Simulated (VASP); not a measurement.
# Al (Immm) in VASP: notebook

The runs below take Al through single point, with PBE.

Everything below comes from runs of VASP 6.6.1. Logs are shortened: lines on timing, memory, paths and dates and some standing lists are left out, and cuts for length are marked.

### Step 1. The cell of the first run

The structure is orthorhombic, space group Immm (No. 71). The conventional cell has a = 3.065 Å, b = 3.235 Å, c = 3.405 Å, α = 90.00°, β = 90.00°, γ = 90.00°. Al (site symmetry mmm) has 14 Al at 2.80 to 3.40 Å within 3.7 Å.

### Step 2. Single point, PBE (strain +0.0525 x Voigt [1, -1, 0, 0, 0, 0])

INCAR reads:

```
ALGO = Fast
EDIFF = 1E-6
ENCUT = 520
GGA = PE
ISIF = 2
ISMEAR = 0
LASPH = True
LCHARG = False
LREAL = False
LWAVE = False
NBANDS = 8
NELM = 80
PREC = Accurate
SIGMA = 0.15
```

KPOINTS reads:

```
k-points
0
Gamma
  26 26 26
```

POSCAR reads:

```
Al
1.0
   -1.7024295083      1.5325909351      1.6175102217
    1.7024295083     -1.5325909351      1.6175102217
    1.7024295083      1.5325909351     -1.6175102217
Al
1
Direct
    0.0000000000      0.0000000000      0.0000000000
```

Potentials or basis: VASP PAW PBE potentials, release 64 (Al).

Command:

```
> cat potpaw_PBE.64/Al/POTCAR > POTCAR
> mpirun -np 1 vasp_std > vasp.out
```

OUTCAR:

```text
EDIFF = 1E-6
   ENCUT = 520
   GGA = PE
   ISIF = 2
   ISMEAR = 0
   LASPH = True
   LREAL = False
   NELM = 80
   PREC = Accurate

 ion  position               nearest neighbor table
   1  0.000  0.000  0.000-

  LATTYP: Found a body centered orthorhombic cell.
 ALAT       =     3.0651818702
 B/A-ratio  =     1.0554089709
 C/A-ratio  =     1.1108179419

  Lattice vectors:

 A1 = (  -1.7024295083,  -1.5325909351,  -1.6175102217)
 A2 = (  -1.7024295083,   1.5325909351,   1.6175102217)
 A3 = (   1.7024295083,   1.5325909351,  -1.6175102217)

Analysis of symmetry for initial positions (statically):
=====================================================================
 Subroutine PRICEL returns:
 Original cell was already a primitive cell.

 Routine SETGRP: Setting up the symmetry group for a
 body centered orthorhombic supercell.

 Subroutine GETGRP returns: Found  8 space group operations
 (whereof  8 operations were pure point group operations)
 out of a pool of  8 trial point group operations.

The static configuration has the point symmetry D_2h.

Analysis of symmetry for dynamics (positions and initial velocities):
=====================================================================
 Subroutine PRICEL returns:
 Original cell was already a primitive cell.

 Routine SETGRP: Setting up the symmetry group for a
 body centered orthorhombic supercell.

 Subroutine GETGRP returns: Found  8 space group operations
 (whereof  8 operations were pure point group operations)
 out of a pool of  8 trial point group operations.

The dynamic configuration has the point symmetry D_2h.

 Subroutine INISYM returns: Found  8 space group operations
 (whereof  8 operations are pure point group operations),
 and found     1 'primitive' translations

----------------------------------------------------------------------------------------

                                     Primitive cell

  volume of cell :      16.8812

  direct lattice vectors                    reciprocal lattice vectors
    -1.702429508  1.532590935  1.617510222     0.000000000  0.326244915  0.309117057
     1.702429508 -1.532590935  1.617510222     0.293697917  0.000000000  0.309117057
     1.702429508  1.532590935 -1.617510222     0.293697917  0.326244915  0.000000000

  length of vectors
     2.804182683  2.804182683  2.804182683     0.449431975  0.426393974  0.438969488

  position of ions in fractional coordinates (direct lattice)
     0.000000000  0.000000000  0.000000000

[... 73 lines left out ...]
   ENCUT  =  520.0 eV  38.22 Ry    6.18 a.u.   5.21  5.21  5.21*2*pi/ulx,y,z
   NELM   =     80;   NELMIN=  2; NELMDL= -5     # of ELM steps
   EDIFF  = 0.1E-05   stopping-criterion for ELM
   LREAL  =      F    real-space projection
   EDIFFG = 0.1E-04   stopping-criterion for IOM
   NSW    =      0    number of steps for IOM
   IBRION =     -1    ionic relax: 0-MD 1-quasi-New 2-CG
   NFREE  =      0    steps in history (QN), initial steepest desc. (CG)
   ISIF   =      2    stress and relaxation
   ISYM   =      2    0-nonsym 1-usesym 2-fastsym
   POTIM  = 0.5000    time-step for ionic-motion
   TEBEG  =    0.0;   TEEND  =   0.0 temperature during run
   PSTRESS=    0.0 pullay stress
   NELECT =       3.0000    total number of electrons
   NUPDOWN=      -1.0000    fix difference up-down
   EMIN   =  10.00;   EMAX   =-10.00  energy-range for DOS
   EFERMI =   0.00;   METHOD = LEGACY
   ISMEAR =     0;   SIGMA  =   0.15  broadening in eV -4-tet -1-fermi 0-gaus
   EFERMI_NEDOS =   21; number of points for ismear=-14 and -15
   IALGO  =     68    algorithm
   IMIX   =      4    mixing-type and parameters
     AMIX     =   0.40;   BMIX     =  1.00
     AMIX_MAG =   1.60;   BMIX_MAG =  1.00
  volume/ion in A,a.u.               =      16.88       113.92
  Fermi-wavevector in a.u.,A,eV,Ry     =   0.920410  1.739322 11.526226  0.847154
  Thomas-Fermi vector in A             =   2.045712
   LORBIT       =      0    0 simple, 1 ext, 2 COOP (PROOUT), +10 PAW based schemes
   GGA     = PE    functional components
   LHFCALC =     F    Hartree Fock is set to
   AEXX    =    0.0000 exact exchange contribution
   IVDW    =     0    specifies the selected vdW correction
   LEPSILON=     F    determine dielectric tensor
   LRPA    =     F    only Hartree local field effects (RPA)
 non-spin polarized calculation
 RMM-DIIS sequential band-by-band and
 Gauss-broadening in eV      SIGMA  =   0.15
  energy-cutoff  :      520.00
  volume of cell :       16.88
 maximum number of plane-waves:       467
 NGX is ok and might be reduce to    24
   NGX = 11   NGY = 11   NGZ = 11

 number of electron       3.0000000 magnetization

 Free energy of the ion-electron system (eV)
  ---------------------------------------------------
  ext. energy  EPLUGINS =         0.00000000
  ---------------------------------------------------
  free energy    TOTEN  =        -3.66260258 eV

  energy without entropy =       -3.65802271  energy(sigma->0) =       -3.66031264

 E-fermi :   7.7579     XC(G=0): -10.1176

 val. band max:        7.7566249355   @ k =  -0.4231  -0.3846   0.2308
 cond. band min:       7.7601714337   @ k =  -0.4231  -0.3077   0.1538
 fundamental gap:      0.0035464981
 Fermi energy:         7.7578689727

 k-point     1 :       0.0000    0.0000    0.0000
  band No.  band energies     occupation
      1      -3.2106      2.00000
      2      19.7592      0.00000
      3      21.0932      0.00000
      4      21.5524      0.00000
      5      21.6648      0.00000
      6      22.1796      0.00000
      7      22.6603      0.00000
      8      22.6766      0.00000
[... 243 lines left out ...]
 k-point    24 :       0.3462    0.0385    0.0000
  band No.  band energies     occupation
      1       0.7369      2.00000
      2       8.5100      0.00000
      3      14.4359      0.00000
      4      15.8124      0.00000
      5      17.1479      0.00000
      6      19.3772      0.00000
      7      27.9648      0.00000
      8      28.4617      0.00000

 [... further k-points ...]
[... 5 lines left out ...]
  --------------------------------------------------------------------------------------
  -------------------------------------------------------------------------------------
  Total        0.1992275     -0.1602262     -0.0278480      0.0000000      0.0000000      0.0000000
  in kB       18.9085176    -15.2069342     -2.6430282      0.0000000      0.0000000      0.0000000
  external PRESSURE =       0.3528517 kB  Pullay stress =       0.0000000 kB

 VOLUME and BASIS-vectors are now :
 -----------------------------------------------------------------------------
  energy-cutoff  :      520.00
  volume of cell :       16.88
      direct lattice vectors                 reciprocal lattice vectors
    -1.702429508  1.532590935  1.617510222     0.000000000  0.326244915  0.309117057
     1.702429508 -1.532590935  1.617510222     0.293697917  0.000000000  0.309117057
     1.702429508  1.532590935 -1.617510222     0.293697917  0.326244915  0.000000000

 POSITION                                       TOTAL-FORCE (eV/Angst)
 -----------------------------------------------------------------------------------
      0.00000      0.00000      0.00000        -0.000000     -0.000000     -0.000000
 -----------------------------------------------------------------------------------
    total drift:                                0.000000      0.000000      0.000000

  FREE ENERGIE OF THE ION-ELECTRON SYSTEM (eV)
  ---------------------------------------------------
  free  energy   TOTEN  =        -3.6626025756 eV

  energy  without entropy=       -3.6580227073  energy(sigma->0) =       -3.66031264
```

stdout:

```text
POSCAR found type information on POSCAR Al
 POSCAR found :  1 types and       1 ions
 scaLAPACK will be used
 LDA part: xc-table for (Slater+PW92), standard interpolation
 POSCAR, INCAR and KPOINTS ok, starting setup
 FFT: planning ... GRIDC
 FFT: planning ... GRID_SOFT
 FFT: planning ... GRID
 WAVECAR not read
 entering main loop
```

Run time: 12 min. Hardware: 1 thread of AMD EPYC 7R43 (Zen 3), shared host; peak memory 0.34 GiB.

Results:

- Free energy: -3.6626 eV
- Pressure: 0.0 GPa
- Band gap on the k mesh: zero (an odd number of electrons rules out a gap without spin polarisation)

Caveat: the cell differs from its parent crystal (strain +0.0525 x Voigt [1, -1, 0, 0, 0, 0]).

### Step 3. Single point, PBE (strain +0.0450 x Voigt [1, -1, 0, 0, 0, 0])

INCAR reads:

```
SYSTEM = Al
PREC     = Accurate       ! precision mode
ENCUT    = 520            ! plane-wave cutoff, eV
EDIFF    = 1E-6           ! SCF threshold, eV
ISMEAR   = 0              ! smearing method
SIGMA    = 0.15           ! smearing width, eV
LREAL    = .FALSE.        ! projectors in reciprocal space
LASPH    = .TRUE.         ! aspherical terms in the spheres
NELM     = 80             ! most SCF steps
ALGO     = Fast           ! electronic algorithm
ISIF     = 2              ! what is computed and relaxed
LWAVE    = .FALSE.        ! write WAVECAR
LCHARG   = .FALSE.        ! write CHGCAR
GGA      = PE             ! functional
NBANDS   = 8              ! bands
```

KPOINTS reads:

```
Automatic mesh
0
G
  26 26 26
  0 0 0
```

POSCAR reads:

```
Al
1.0
   -1.6902981817      1.5447222617      1.6175102217
    1.6902981817     -1.5447222617      1.6175102217
    1.6902981817      1.5447222617     -1.6175102217
Al
1
Direct
    0.0000000000      0.0000000000      0.0000000000
```

Potentials or basis: VASP PAW PBE potentials, release 64 (Al).

Command:

```
> cat potpaw_PBE.64/Al/POTCAR > POTCAR
> mpirun -np 1 vasp_std > vasp.out
```

OUTCAR:

```text
SYSTEM = Al
   PREC = Accurate
   ENCUT = 520
   EDIFF = 1E-6
   ISMEAR = 0
   LREAL = .FALSE.
   LASPH = .TRUE.
   NELM = 80
   ISIF = 2
   GGA = PE

 ion  position               nearest neighbor table
   1  0.000  0.000  0.000-

  LATTYP: Found a body centered orthorhombic cell.
 ALAT       =     3.0894445234
 B/A-ratio  =     1.0471204189
 C/A-ratio  =     1.0942408377

  Lattice vectors:

 A1 = (  -1.6902981817,  -1.5447222617,  -1.6175102217)
 A2 = (  -1.6902981817,   1.5447222617,   1.6175102217)
[... 438 lines left out ...]
      1       0.7068      2.00000
      2       8.4064      0.00000
      3      14.5651      0.00000
      4      15.8773      0.00000
      5      17.3014      0.00000
      6      19.4266      0.00000
      7      27.7158      0.00000
      8      28.3089      0.00000

 [... further k-points ...]
[... 5 lines left out ...]
  --------------------------------------------------------------------------------------
  -------------------------------------------------------------------------------------
  Total        0.1742460     -0.1502564     -0.0203972      0.0000000      0.0000000      0.0000000
  in kB       16.5254269    -14.2502570     -1.9344586      0.0000000      0.0000000      0.0000000
  external PRESSURE =       0.1135705 kB  Pullay stress =       0.0000000 kB

 VOLUME and BASIS-vectors are now :
 -----------------------------------------------------------------------------
  energy-cutoff  :      520.00
  volume of cell :       16.89
      direct lattice vectors                 reciprocal lattice vectors
    -1.690298182  1.544722262  1.617510222     0.000000000  0.323682783  0.309117057
     1.690298182 -1.544722262  1.617510222     0.295805797  0.000000000  0.309117057
     1.690298182  1.544722262 -1.617510222     0.295805797  0.323682783  0.000000000

 POSITION                                       TOTAL-FORCE (eV/Angst)
 -----------------------------------------------------------------------------------
      0.00000      0.00000      0.00000        -0.000000      0.000000     -0.000000
 -----------------------------------------------------------------------------------
    total drift:                               -0.000000      0.000000      0.000000

  FREE ENERGIE OF THE ION-ELECTRON SYSTEM (eV)
  ---------------------------------------------------
  free  energy   TOTEN  =        -3.6600343520 eV

  energy  without entropy=       -3.6553839216  energy(sigma->0) =       -3.65770914
```

OSZICAR:

```text
N       E                     dE             d eps       ncg     rms          rms(c)
DAV:   1    -0.230453749779E+01   -0.23045E+01   -0.84657E+02 39704   0.203E+02
DAV:   2    -0.367637658472E+01   -0.13718E+01   -0.13205E+01 54928   0.184E+01
DAV:   3    -0.368357567101E+01   -0.71991E-02   -0.71916E-02 48640   0.147E+00
DAV:   4    -0.368359575306E+01   -0.20082E-04   -0.20082E-04 58840   0.700E-02
DAV:   5    -0.368359581667E+01   -0.63612E-07   -0.63146E-07 49648   0.254E-03    0.121E+00
RMM:   6    -0.366971763393E+01    0.13878E-01   -0.12679E-03 39539   0.196E-01    0.707E-01
RMM:   7    -0.366001776787E+01    0.96999E-02   -0.39664E-03 45977   0.331E-01    0.115E-01
RMM:   8    -0.366003204348E+01   -0.14276E-04   -0.16954E-04 43667   0.813E-02    0.202E-02
RMM:   9    -0.366003460523E+01   -0.25617E-05   -0.22818E-05 44662   0.295E-02    0.118E-02
RMM:  10    -0.366003435204E+01    0.25319E-06   -0.45777E-06 45495   0.132E-02
   1 F= -.36600344E+01 E0= -.36577091E+01  d E =-.465043E-02
```

It took 11 min on 1 thread of AMD EPYC 7R43 (Zen 3), shared host; peak memory 0.34 GiB.

Results:

- Free energy: -3.6600 eV
- Pressure: 0.0 GPa
- Band gap on the k mesh: zero (an odd number of electrons rules out a gap without spin polarisation)

Stress tensor (GPa, compression positive):
```
 1.65  0.00  0.00
 0.00 -1.43  0.00
 0.00  0.00 -0.19
```

Levels at points of the mesh, in eV from the Fermi level:
```tsv
k point	band 1	band 2	band 3	band 4	band 5	band 6
(0.00, 0.00, 0.00)	-10.96	12.15	13.28	13.88	14.01	14.22
(0.50, 0.00, 0.00)	-4.00	-3.40	7.25	7.38	8.81	10.75
(0.00, 0.50, 0.00)	-4.43	-4.23	8.92	9.24	10.95	11.73
(0.50, 0.50, 0.00)	-4.21	-3.78	8.02	8.23	9.80	11.25
(0.50, 0.50, 0.50)	0.68	1.82	2.36	3.14	3.23	5.85
```

Caveat: the cell differs from its parent crystal (strain +0.0450 x Voigt [1, -1, 0, 0, 0, 0]).
